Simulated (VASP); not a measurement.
Wanted: the native input for a VASP 6.6.1 run.

* Task: single point
* Functional: LDA
* Potentials or basis: VASP PAW LDA potentials, release 64 (Pt)
* Cutoff: 520 eV
* k mesh: 16 × 16 × 9
* Occupations: fermi-dirac, width 0.08 eV
* Spin: no spin polarisation
* Dipole correction: no
* Further INCAR settings: ALGO = Normal; EDIFF = 1e-06; NBANDS = 17

The structure of Pt lies in POSCAR:

```
Pt
1.0
    2.6474476761      0.0000000000      0.0000000000
   -1.3237238380      2.2927569427      0.0000000000
    0.0000000000      0.0000000000      4.5044660775
Pt
2
Direct
    0.3333333333      0.6666666667      0.2500000000
    0.6666666667      0.3333333333      0.7500000000
```

These files were run (other wordings do the same):

INCAR

```
SYSTEM = Pt
PREC = Accurate
ENCUT = 520
EDIFF = 1E-6
ISMEAR = -1
SIGMA = 0.08
LREAL = .FALSE.
LASPH = .TRUE.
NELM = 60
ALGO = Normal
ISIF = 2
LWAVE = .FALSE.
LCHARG = .FALSE.
GGA = CA
NBANDS = 17
```

KPOINTS

```
regular mesh
0
G
  16 16 9
  0 0 0
```

Potentials or basis: VASP PAW LDA potentials, release 64 (Pt).

The run is started by

```console
$ cat potpaw_LDA.64/Pt/POTCAR > POTCAR
$ mpirun -np 1 vasp_std > vasp.out
```

It gave:

```yaml
Pressure: 32.3 GPa
Band_gap_on_the_k_mesh: zero (band 10 reaches 13.73 eV, above the bottom of band 11 at 12.17 eV)
```

Caveat: spin-orbit coupling is left out, which moves the levels of the heavy elements.

It took 65 s on 1 thread of Intel(R) Xeon(R) Platinum 8375C CPU @ 2.90GHz (Ice Lake) (shared host), peak memory 0.17 GiB.
